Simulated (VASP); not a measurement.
# ZnS (P6_3/mmc) in VASP: notebook

ZnS is run at these levels: PBE, r2SCAN; tasks: single point.

Program: VASP 6.6.1. These are calculated values, not measurements. Logs are shortened: lines on timing, memory, paths and dates and some standing lists are left out, and cuts for length are marked.

## (1) The cell of the first run

Symmetry: P6_3/mmc, No. 194, hexagonal system. The conventional cell has a = 3.695 Å, b = 3.695 Å, c = 6.030 Å, α = 90.00°, β = 90.00°, γ = 120.00°. Zn (site symmetry -3m) has 6 S at 2.61 Å and 2 Zn at 3.01 Å within 3.4 Å. S (site symmetry -6m2) has 6 Zn at 2.61 Å within 3.4 Å.

## (2) Single point, PBE (volume changed by +6%)

File INCAR:

```
PREC = Accurate
ENCUT = 520
EDIFF = 1E-6
ISMEAR = 0
SIGMA = 0.01
LREAL = False
LASPH = True
NELM = 80
ALGO = Normal
ISIF = 2
LWAVE = False
LCHARG = False
GGA = PE
NBANDS = 26
```

File KPOINTS:

```
regular mesh
0
Gamma
  6 6 4
```

File POSCAR:

```
ZnS
1.0
    3.6952434667      0.0000000000      0.0000000000
   -1.8476217333      3.2001747153      0.0000000000
    0.0000000000      0.0000000000      6.0299746795
Zn S
2 2
Direct
    0.0000000000      0.0000000000      0.0000000000
    0.0000000000      0.0000000000      0.5000000000
    0.3333333333      0.6666666667      0.2500000000
    0.6666666667      0.3333333333      0.7500000000
```

Potentials or basis: VASP PAW PBE potentials, release 64 (Zn, S).

Started as:

```sh
$ cat potpaw_PBE.64/Zn/POTCAR potpaw_PBE.64/S/POTCAR > POTCAR
$ mpirun -np 1 vasp_std > vasp.out
```

OUTCAR:

```text
PREC = Accurate
   ENCUT = 520
   EDIFF = 1E-6
   ISMEAR = 0
   LREAL = False
   LASPH = True
   NELM = 80
   ISIF = 2
   GGA = PE

 ion  position               nearest neighbor table
   1  0.000  0.000  0.000-   3 2.61   4 2.61   3 2.61   4 2.61   4 2.61   3 2.61   2 3.01   2 3.01

   2  0.000  0.000  0.500-   3 2.61   4 2.61   3 2.61   4 2.61   4 2.61   3 2.61   1 3.01   1 3.01

   3  0.333  0.667  0.250-   1 2.61   2 2.61   1 2.61   2 2.61   1 2.61   2 2.61
   4  0.667  0.333  0.750-   1 2.61   2 2.61   1 2.61   2 2.61   1 2.61   2 2.61

  LATTYP: Found a hexagonal cell.
 ALAT       =     3.6952434667
 C/A-ratio  =     1.6318206727

  Lattice vectors:

 A1 = (   3.6952434667,   0.0000000000,   0.0000000000)
 A2 = (  -1.8476217333,   3.2001747153,   0.0000000000)
 A3 = (   0.0000000000,   0.0000000000,   6.0299746795)

Analysis of symmetry for initial positions (statically):
=====================================================================
 Subroutine PRICEL returns:
 Original cell was already a primitive cell.

 Routine SETGRP: Setting up the symmetry group for a
 hexagonal supercell.

 Subroutine GETGRP returns: Found 24 space group operations
 (whereof 12 operations were pure point group operations)
 out of a pool of 24 trial point group operations.

The static configuration has the point symmetry D_3d.
 The point group associated with its full space group is D_6h.

Analysis of symmetry for dynamics (positions and initial velocities):
=====================================================================
 Subroutine PRICEL returns:
 Original cell was already a primitive cell.

 Routine SETGRP: Setting up the symmetry group for a
 hexagonal supercell.

 Subroutine GETGRP returns: Found 24 space group operations
 (whereof 12 operations were pure point group operations)
 out of a pool of 24 trial point group operations.

The dynamic configuration has the point symmetry D_3d.
 The point group associated with its full space group is D_6h.

 Subroutine INISYM returns: Found 24 space group operations
 (whereof 12 operations are pure point group operations),
 and found     1 'primitive' translations

----------------------------------------------------------------------------------------

                                     Primitive cell

  volume of cell :      71.3070

  direct lattice vectors                    reciprocal lattice vectors
     3.695243467  0.000000000  0.000000000     0.270618163  0.156241469  0.000000000
    -1.847621733  3.200174715  0.000000000     0.000000000  0.312482939  0.000000000
     0.000000000  0.000000000  6.029974680     0.000000000  0.000000000  0.165838176

  length of vectors
     3.695243467  3.695243467  6.029974680     0.312482939  0.312482939  0.165838176

  position of ions in fractional coordinates (direct lattice)
     0.000000000  0.000000000  0.000000000
     0.000000000  0.000000000  0.500000000
     0.333333333  0.666666667  0.250000000
     0.666666667  0.333333333  0.750000000

  ion indices of the primitive-cell ions
   primitive index   ion index
                 1           1
                 2           2
                 3           3
                 4           4

----------------------------------------------------------------------------------------

 KPOINTS: regular mesh

Automatic generation of k-mesh.
 Grid dimensions read from file:
 generate k-points for:    6    6    4

 Generating k-lattice:

  Cartesian coordinates                     Fractional coordinates (reciprocal lattice)
     0.045103027  0.026040245  0.000000000     0.166666667  0.000000000  0.000000000
     0.000000000  0.052080490  0.000000000     0.000000000  0.166666667  0.000000000
     0.000000000  0.000000000  0.041459544     0.000000000  0.000000000  0.250000000

  Length of vectors
     0.052080490  0.052080490  0.041459544

  Shift w.r.t. Gamma in fractional coordinates (k-lattice)
     0.000000000  0.000000000  0.000000000

 Subroutine IBZKPT returns following result:
 ===========================================

 Found     21 irreducible k-points:

 Following reciprocal coordinates:
            Coordinates               Weight
  0.000000  0.000000  0.000000      1.000000
  0.166667  0.000000  0.000000      6.000000
  0.333333  0.000000  0.000000      6.000000
  0.500000  0.000000  0.000000      3.000000
  0.166667  0.166667  0.000000      6.000000
  0.333333  0.166667  0.000000     12.000000
[... 13 lines left out ...]
  0.333333  0.166667  0.500000     12.000000
  0.333333  0.333333  0.500000      2.000000
   k-points           NKPTS =     21   k-points in BZ     NKDIM =     21   number of bands    NBANDS=     26
   number of dos      NEDOS =    301   number of ions     NIONS =      4
   total plane-waves  NPLWV =  37632
   dimension x,y,z NGX =    28 NGY =   28 NGZ =   48
   dimension x,y,z NGXF=    56 NGYF=   56 NGZF=   96
   ions per type =               2   2
   NGX,Y,Z   is equivalent  to a cutoff of  12.60, 12.60, 13.23 a.u.
   NGXF,Y,Z  is equivalent  to a cutoff of  25.19, 25.19, 26.47 a.u.
 SYSTEM =  unknown system
   PREC   = accura    normal or accurate (medium, high low for compatibility)
   ISTART =      0    job   : 0-new  1-cont  2-samecut
   ICHARG =      2    charge: 1-file 2-atom 10-const
   ISPIN  =      1    spin polarized calculation?
   LNONCOLLINEAR =      F non collinear calculations
   LSORBIT =      F    spin-orbit coupling
   LASPH  =      T    aspherical Exc in radial PAW
   ENCUT  =  520.0 eV  38.22 Ry    6.18 a.u.   6.87  6.87 11.21*2*pi/ulx,y,z
   NELM   =     80;   NELMIN=  2; NELMDL= -5     # of ELM steps
   EDIFF  = 0.1E-05   stopping-criterion for ELM
   LREAL  =      F    real-space projection
   EDIFFG = 0.1E-04   stopping-criterion for IOM
   NSW    =      0    number of steps for IOM
   IBRION =     -1    ionic relax: 0-MD 1-quasi-New 2-CG
   NFREE  =      0    steps in history (QN), initial steepest desc. (CG)
   ISIF   =      2    stress and relaxation
   ISYM   =      2    0-nonsym 1-usesym 2-fastsym
   POTIM  = 0.5000    time-step for ionic-motion
   TEBEG  =    0.0;   TEEND  =   0.0 temperature during run
   PSTRESS=    0.0 pullay stress
   NELECT =      36.0000    total number of electrons
   NUPDOWN=      -1.0000    fix difference up-down
   EMIN   =  10.00;   EMAX   =-10.00  energy-range for DOS
   EFERMI =   0.00;   METHOD = LEGACY
   ISMEAR =     0;   SIGMA  =   0.01  broadening in eV -4-tet -1-fermi 0-gaus
   EFERMI_NEDOS =   21; number of points for ismear=-14 and -15
   IALGO  =     38    algorithm
   IMIX   =      4    mixing-type and parameters
     AMIX     =   0.40;   BMIX     =  1.00
     AMIX_MAG =   1.60;   BMIX_MAG =  1.00
  volume/ion in A,a.u.               =      17.83       120.30
  Fermi-wavevector in a.u.,A,eV,Ry     =   1.303562  2.463374 23.120014  1.699273
  Thomas-Fermi vector in A             =   2.434556
   LORBIT       =      0    0 simple, 1 ext, 2 COOP (PROOUT), +10 PAW based schemes
   GGA     = PE    functional components
   LHFCALC =     F    Hartree Fock is set to
   AEXX    =    0.0000 exact exchange contribution
   IVDW    =     0    specifies the selected vdW correction
   LEPSILON=     F    determine dielectric tensor
   LRPA    =     F    only Hartree local field effects (RPA)
 non-spin polarized calculation
 Gauss-broadening in eV      SIGMA  =   0.01
  energy-cutoff  :      520.00
  volume of cell :       71.31
 maximum number of plane-waves:      1935
 NGX is ok and might be reduce to    28
   NGX = 13   NGY = 13   NGZ = 23

 number of electron      35.9999982 magnetization

 Free energy of the ion-electron system (eV)
  ---------------------------------------------------
  ext. energy  EPLUGINS =         0.00000000
  ---------------------------------------------------
  free energy    TOTEN  =       -12.28605647 eV

  energy without entropy =      -12.28605647  energy(sigma->0) =      -12.28605647

 E-fermi :   3.1603     XC(G=0): -10.4175

 val. band max:        3.1015188140   @ k =   0.1667   0.0000   0.0000
 cond. band min:       3.5077487284   @ k =   0.3333   0.3333   0.0000
 fundamental gap:      0.4062299143
 Fermi energy:         3.1602567821

 k-point     1 :       0.0000    0.0000    0.0000
  band No.  band energies     occupation
      1     -10.1613      2.00000
      2      -8.7275      2.00000
      3      -3.5918      2.00000
      4      -3.3694      2.00000
      5      -3.3694      2.00000
      6      -3.3105      2.00000
[... 18 lines left out ...]
     25      11.7235      0.00000
     26      11.7442      0.00000

 k-point     2 :       0.1667    0.0000    0.0000
  band No.  band energies     occupation
      1      -9.9095      2.00000
      2      -8.6435      2.00000
      3      -3.3821      2.00000
      4      -3.3595      2.00000
      5      -3.3169      2.00000
      6      -3.2637      2.00000
[... 18 lines left out ...]
     25      11.1459      0.00000
     26      11.6795      0.00000

 k-point     3 :       0.3333    0.0000    0.0000
  band No.  band energies     occupation
      1      -9.2704      2.00000
      2      -8.5060      2.00000
      3      -3.4496      2.00000
      4      -3.3716      2.00000
      5      -3.2864      2.00000
      6      -3.2137      2.00000
[... 18 lines left out ...]
     25      11.5125      0.00000
     26      12.8392      0.00000

 k-point     4 :       0.5000    0.0000    0.0000
  band No.  band energies     occupation
      1      -8.7202      2.00000
      2      -8.5869      2.00000
      3      -3.7514      2.00000
      4      -3.3891      2.00000
      5      -3.3387      2.00000
      6      -3.2406      2.00000
[... 18 lines left out ...]
     25      11.7018      0.00000
     26      14.4513      0.00000

 k-point     5 :       0.1667    0.1667    0.0000
  band No.  band energies     occupation
      1      -9.4611      2.00000
      2      -8.5265      2.00000
      3      -3.4254      2.00000
      4      -3.3037      2.00000
      5      -3.1727      2.00000
      6      -3.1661      2.00000
[... 18 lines left out ...]
     25      11.9402      0.00000
     26      12.5347      0.00000

 k-point     6 :       0.3333    0.1667    0.0000
  band No.  band energies     occupation
      1      -8.8319      2.00000
      2      -8.4770      2.00000
      3      -3.6168      2.00000
      4      -3.3525      2.00000
      5      -3.2628      2.00000
      6      -3.2399      2.00000
[... 340 lines left out ...]
 k-point    18 :       0.5000    0.0000    0.5000
  band No.  band energies     occupation
      1      -8.6402      2.00000
      2      -8.6402      2.00000
      3      -3.3068      2.00000
      4      -3.3068      2.00000
      5      -3.1845      2.00000
      6      -3.1845      2.00000
[... 18 lines left out ...]
     25      11.7969      0.00000
     26      11.7969      0.00000

 k-point    19 :       0.1667    0.1667    0.5000
  band No.  band energies     occupation
      1      -9.0328      2.00000
      2      -9.0328      2.00000
      3      -3.3205      2.00000
      4      -3.3205      2.00000
      5      -3.2173      2.00000
      6      -3.2173      2.00000
[... 18 lines left out ...]
     25      11.8797      0.00000
     26      11.8797      0.00000

 k-point    20 :       0.3333    0.1667    0.5000
  band No.  band energies     occupation
      1      -8.6495      2.00000
      2      -8.6495      2.00000
      3      -3.2885      2.00000
      4      -3.2885      2.00000
      5      -3.2280      2.00000
      6      -3.2280      2.00000
[... 18 lines left out ...]
     25      12.8400      0.00000
     26      12.8400      0.00000

 k-point    21 :       0.3333    0.3333    0.5000
  band No.  band energies     occupation
      1      -8.5150      2.00000
      2      -8.5150      2.00000
      3      -3.3282      2.00000
      4      -3.3282      2.00000
      5      -3.1309      2.00000
      6      -3.1309      2.00000
[... 18 lines left out ...]
     25      12.6870      0.00000
     26      12.6870      0.00000

------------------------ aborting loop because EDIFF is reached ----------------------------------------

  FORCE on cell =-STRESS in cart. coord.  units (eV):
  Direction    XX          YY          ZZ          XY          YZ          ZX
  --------------------------------------------------------------------------------------
  -------------------------------------------------------------------------------------
  Total       -1.8214760     -1.8214760     -1.9792704     -0.0000000      0.0000000      0.0000000
  in kB      -40.9262352    -40.9262352    -44.4716738     -0.0000000      0.0000000      0.0000000
  external PRESSURE =     -42.1080481 kB  Pullay stress =       0.0000000 kB

 VOLUME and BASIS-vectors are now :
 -----------------------------------------------------------------------------
  energy-cutoff  :      520.00
  volume of cell :       71.31
      direct lattice vectors                 reciprocal lattice vectors
     3.695243467  0.000000000  0.000000000     0.270618163  0.156241469  0.000000000
    -1.847621733  3.200174715  0.000000000     0.000000000  0.312482939  0.000000000
     0.000000000  0.000000000  6.029974680     0.000000000  0.000000000  0.165838176

 POSITION                                       TOTAL-FORCE (eV/Angst)
 -----------------------------------------------------------------------------------
      0.00000      0.00000      0.00000        -0.000000      0.000000      0.000000
      0.00000      0.00000      3.01499        -0.000000      0.000000      0.000000
     -0.00000      2.13345      1.50749        -0.000000      0.000000     -0.000000
      1.84762      1.06672      4.52248         0.000000      0.000000      0.000000
 -----------------------------------------------------------------------------------
    total drift:                               -0.000000     -0.000000      0.000000

  FREE ENERGIE OF THE ION-ELECTRON SYSTEM (eV)
  ---------------------------------------------------
  free  energy   TOTEN  =       -12.2860564679 eV

  energy  without entropy=      -12.2860564679  energy(sigma->0) =      -12.28605647
```

It took 51 s on 1 thread of Intel Xeon 8259CL, shared host; peak memory 0.19 GiB.

Results:

* Free energy: -12.2861 eV
* Pressure: -4.2 GPa
* Band gap on the k mesh: 0.41 eV, indirect (least direct gap 1.14 eV)

Stress tensor (GPa, compression positive):
```
-4.09  0.00  0.00
 0.00 -4.09  0.00
 0.00  0.00 -4.45
```

 A k mesh can miss the band edges.

## (3) Single point, r2SCAN (volume changed by -6%)

File POSCAR:

```
ZnS
1.0
    3.5163129712      0.0000000000      0.0000000000
   -1.7581564856      3.0452163608      0.0000000000
    0.0000000000      0.0000000000      5.7599636960
Zn S
2 2
Direct
    0.0000000000      0.0000000000      0.0000000000
    0.0000000000      0.0000000000      0.5000000000
    0.3333333333      0.6666666667      0.2500000000
    0.6666666667      0.3333333333      0.7500000000
```

File INCAR.step1:

```
SYSTEM = ZnS
PREC     = Accurate       ! precision mode
ENCUT    = 520            ! plane-wave cutoff, eV
ISMEAR   = 0              ! smearing method
SIGMA    = 0.01           ! smearing width, eV
LREAL    = .False.        ! projectors in reciprocal space
LASPH    = .True.         ! aspherical terms in the spheres
NELM     = 80             ! most SCF steps
NBANDS   = 26             ! bands
GGA      = PE             ! functional
ALGO     = Normal         ! electronic algorithm
EDIFF    = 1E-4           ! SCF threshold, eV
LWAVE    = .True.         ! write WAVECAR
LCHARG   = .False.        ! write CHGCAR
```

File INCAR.step2:

```
SYSTEM = ZnS
PREC     = Accurate       ! precision mode
ENCUT    = 520            ! plane-wave cutoff, eV
EDIFF    = 1E-6           ! SCF threshold, eV
ISMEAR   = 0              ! smearing method
SIGMA    = 0.01           ! smearing width, eV
LREAL    = .False.        ! projectors in reciprocal space
LASPH    = .True.         ! aspherical terms in the spheres
NELM     = 80             ! most SCF steps
ALGO     = Normal         ! electronic algorithm
ISIF     = 2              ! what is computed and relaxed
LWAVE    = .False.        ! write WAVECAR
LCHARG   = .False.        ! write CHGCAR
METAGGA  = R2SCAN         ! meta-GGA
LMIXTAU  = .True.       
NBANDS   = 26             ! bands
ISTART   = 1
```

File KPOINTS:

```
regular mesh
0
Gamma
  6 6 4
  0 0 0
```

Potentials or basis: VASP PAW PBE potentials, release 64 (Zn, S).

Started as:

```sh
$ cat potpaw_PBE.64/Zn/POTCAR potpaw_PBE.64/S/POTCAR > POTCAR
$ cp INCAR.step1 INCAR
$ mpirun -np 1 vasp_std > vasp.out
$ cp INCAR.step2 INCAR
$ mpirun -np 1 vasp_std > vasp.out
```

Wall time 4.4 min (1 thread of Intel Xeon 8259CL, shared host); peak memory 0.21 GiB.

Results (log left out):

```yaml
Free_energy: -36.2820 eV
Pressure: 7.2 GPa
Band_gap_on_the_k_mesh: 0.77 eV, indirect (least direct gap 2.72 eV)
```

Stress tensor (GPa, compression positive):
```
7.13 0.00 0.00
0.00 7.13 0.00
0.00 0.00 7.28
```

Levels at points of the mesh, in eV from the valence-band top:
| k point | band 15 | band 16 | band 17 | band 18 | band 19 | band 20 | band 21 | band 22 |
| --- | --- | --- | --- | --- | --- | --- | --- | --- |
| (0.00, 0.00, 0.00) | -0.83 | -0.72 | -0.11 | -0.11 | 2.74 | 4.28 | 7.16 | 7.16 |
| (0.50, 0.00, 0.00) | -4.22 | -2.88 | -2.11 | -0.11 | 3.08 | 3.87 | 4.64 | 6.02 |
| (0.00, 0.00, 0.50) | -0.41 | -0.41 | -0.41 | -0.41 | 4.61 | 4.61 | 7.33 | 7.33 |
| (0.50, 0.00, 0.50) | -1.68 | -1.68 | -1.66 | -1.66 | 2.59 | 2.59 | 5.85 | 5.85 |

Caveat: the PAW data sets were made with another functional, which shifts forces and pressure a little. A k mesh can miss the band edges.
